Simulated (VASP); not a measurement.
Input of a VASP 6.6.1 run:

The input INCAR:

```
PREC     = Accurate       # precision mode
ENCUT    = 520            # plane-wave cutoff, eV
EDIFF    = 1E-6           # SCF threshold, eV
ISMEAR   = 0              # smearing method
SIGMA    = 0.02           # smearing width, eV
LREAL    = False          # projectors in reciprocal space
LASPH    = True           # aspherical terms in the spheres
NELM     = 100            # most SCF steps
ALGO     = Normal         # electronic algorithm
ISIF     = 2              # what is computed and relaxed
LWAVE    = False          # write WAVECAR
LCHARG   = False          # write CHGCAR
GGA      = PE             # functional
NBANDS   = 21             # bands
```

KPOINTS

```
Automatic mesh
0
Gamma
  6 6 6
```

File POSCAR:

```
GeCl2
1.0
    0.0000000000      3.3745315059      3.3745315059
    3.3745315059      0.0000000000      3.3745315059
    3.3745315059      3.3745315059      0.0000000000
Ge Cl
1 2
Direct
    0.0000000000      0.0000000000      0.0000000000
    0.2500000000      0.2500000000      0.2500000000
    0.7500000000      0.7500000000      0.7500000000
```

Potentials or basis: VASP PAW PBE potentials, release 64 (Ge_d, Cl).

The run is started by

```bash
$ cat potpaw_PBE.64/Ge_d/POTCAR potpaw_PBE.64/Cl/POTCAR > POTCAR
$ mpirun -np 1 vasp_std > vasp.out
```

What does it give for the pressure?

-2.4 GPa.

Estimate the band gap on the k mesh.

2.73 eV (least direct gap 2.91 eV).

A k mesh can miss the band edges.
